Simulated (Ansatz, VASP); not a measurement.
**One calculation of F, two programs**

```
CELL_PARAMETERS angstrom
12.00000 0.00000 0.00000
0.00000 12.30000 0.00000
0.00000 0.00000 12.60000
ATOMIC_POSITIONS crystal
F 0.50000 0.50000 0.44508
F 0.50000 0.50000 0.55492
```

Alike in both runs: functional LDA; k mesh 1 × 1 × 1; occupations fermi-dirac, width 0.01 eV; no spin polarisation.

Ansatz relaxed the structure, and its values are those at the end. VASP's run is a single point on that final structure, the one shown.

```csv
,VASP,Ansatz
version,VASP 6.6.1,Ansatz 0.2.0
potentials or method,"VASP PAW LDA potentials, release 64 (F_h), cutoff 1010 eV","plane waves (420 eV) with PAW, scalar-relativistic"
valence electrons in the cell,14,14
```

```csv
,VASP,Ansatz,Ansatz less VASP
rms of the force components (eV/Å),0.071,0.000,-0.0710
```

Ansatz warns that its potentials were made for another functional, while VASP's fit it. LDA's correlation is that of Perdew and Zunger in VASP and of Perdew and Wang (1992) in Ansatz.
